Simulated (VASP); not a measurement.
Set up this calculation in VASP 6.6.1, as the native input.

| Property | Result |
| --- | --- |
| Task | single point |
| Functional | BLYP |
| Potentials or basis | VASP PAW PBE potentials, release 64 (Os_sv_GW) |
| Cutoff | 560 eV |
| k mesh | 11 × 11 × 6 |
| Occupations | fermi-dirac, width 0.05 eV |
| Spin | no spin polarisation |
| Dipole correction | no |
| Further INCAR settings | ALGO = Normal; EDIFF = 1e-06; NBANDS = 23 |

The structure of Os lies in POSCAR:

```
Os
1.0
    2.7157497827      0.0000000000      0.0000000000
   -1.3578748913      2.3519083021      0.0000000000
    0.0000000000      0.0000000000      4.2907078513
Os
2
Direct
    0.6666666667      0.3333333333      0.7500000000
    0.3333333333      0.6666666667      0.2500000000
```

The input as run:

INCAR

```
  AGGAC = 1.0
  AGGAX = 1.0
  ALDAC = 0.0
  ALDAX = 1.0
  ALGO = Normal
  EDIFF = 1E-6
  ENCUT = 560
  GGA = B5
  GGA_COMPAT = False
  ISIF = 2
  ISMEAR = -1
  LASPH = True
  LCHARG = False
  LREAL = False
  LWAVE = False
  NBANDS = 23
  NELM = 120
  PREC = Accurate
  SIGMA = 0.05
```

KPOINTS

```
k-points
0
Gamma
  11 11 6
```

Potentials or basis: VASP PAW PBE potentials, release 64 (Os_sv_GW).

Run with:

```sh
$ cat potpaw_PBE.64/Os_sv_GW/POTCAR > POTCAR
$ mpirun -np 1 vasp_std > vasp.out
```

It gave:

The pressure is 36.2 GPa. The band gap on the k mesh is zero (bands 16 and 17 overlap by 4.02 eV).

Caveat: the cell stands under pressure; the PAW data sets were made with another functional, which shifts forces and pressure a little; spin-orbit coupling is left out, which moves the levels of the heavy elements.

Wall time 62 s on 1 thread of Intel(R) Xeon(R) 6975P-C (Granite Rapids), on a shared host, peak memory 0.17 GiB.
